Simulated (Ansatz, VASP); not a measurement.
KBaI3 in VASP and in Ansatz

POSCAR

```
KBaI3
1.0
    6.5848066391      0.0000000000      0.0000000000
    0.0000000000      6.5848066391      0.0000000000
    0.0000000000      0.0000000000      6.5848066391
K Ba I
1 1 3
Direct
    0.0000000000      0.0000000000      0.0000000000
    0.5000000000      0.5000000000      0.5000000000
    0.5000000000      0.5000000000      0.0000000000
    0.5000000000      0.0000000000      0.5000000000
    0.0000000000      0.5000000000      0.5000000000
```

The input INCAR.step1:

```
SYSTEM = KBaI3
PREC = Accurate
ENCUT = 550
ISMEAR = 0
SIGMA = 0.01
LREAL = .FALSE.
LASPH = .TRUE.
NELM = 120
NBANDS = 28
GGA = PE
ALGO = Normal
EDIFF = 1E-5
LWAVE = .TRUE.
LCHARG = .FALSE.
GGA_COMPAT = .FALSE.
```

Contents of INCAR.step2:

```
SYSTEM = KBaI3
PREC = Accurate
ENCUT = 550
EDIFF = 1E-6
ISMEAR = 0
SIGMA = 0.01
LREAL = .FALSE.
LASPH = .TRUE.
NELM = 120
ALGO = Normal
ISIF = 2
LWAVE = .FALSE.
LCHARG = .FALSE.
METAGGA = R2SCAN
LMIXTAU = .TRUE.
NBANDS = 28
ISTART = 1
GGA_COMPAT = .FALSE.
```

File KPOINTS:

```
Automatic mesh
0
G
  4 4 4
  0 0 0
```

Input for Ansatz:

```yaml
crystal:
  lattice:
    - [6.5848066391, 0.0, 0.0]
    - [0.0, 6.5848066391, 0.0]
    - [0.0, 0.0, 6.5848066391]
  atoms:
    - { symbol: K, position: [0.0, 0.0, 0.0] }
    - { symbol: Ba, position: [0.5, 0.5, 0.5] }
    - { symbol: I, position: [0.5, 0.5, 0.0] }
    - { symbol: I, position: [0.5, 0.0, 0.5] }
    - { symbol: I, position: [0.0, 0.5, 0.5] }
kpoints:
  mp_grid: { grid: [4, 4, 4] }
  band_path:
    path: [[0.0, 0.0, 0.0], [0.0, 0.5, 0.0], [0.5, 0.5, 0.0], [0.5, 0.5, 0.5]]
    npoints: 1
hamiltonian:
  xc: r2scan
scf:
  occupations: { method: fixed }
  n_extra_bands: 5
output:
  forces: true
  stress: true
  eigenvalues: true
```

Change from the starting cell: hydrostatic strain -2.0%.

Alike in both runs: task single point; functional r2SCAN; k mesh 4 × 4 × 4; no spin polarisation.

|  | VASP | Ansatz |
| --- | --- | --- |
| version | VASP 6.6.1 | Ansatz 0.2.0 |
| potentials or method | VASP PAW PBE potentials, release 64 (K_sv, Ba_sv, I) | plane waves, PAW |
| plane-wave cutoff (eV) | 550 | 500 |
| occupations | gaussian, width 0.01 eV | fixed |
| valence electrons in the cell | 40 | 70 |

Ansatz gave:

```
gap on the k mesh at the Fermi level (eV) : 3.78
pressure (GPa)                            : 0.8
```

Question: Estimate VASP's values.

Answer: gap on the k mesh at the Fermi level (eV): 3.78; pressure (GPa): 1.0.

VASP's potentials were made for PBE, not for r2SCAN. VASP's potentials hold 40 valence electrons a cell and Ansatz's 70, so a difference there can come from the potentials and not from the codes.

Neither program's run includes spin-orbit coupling.
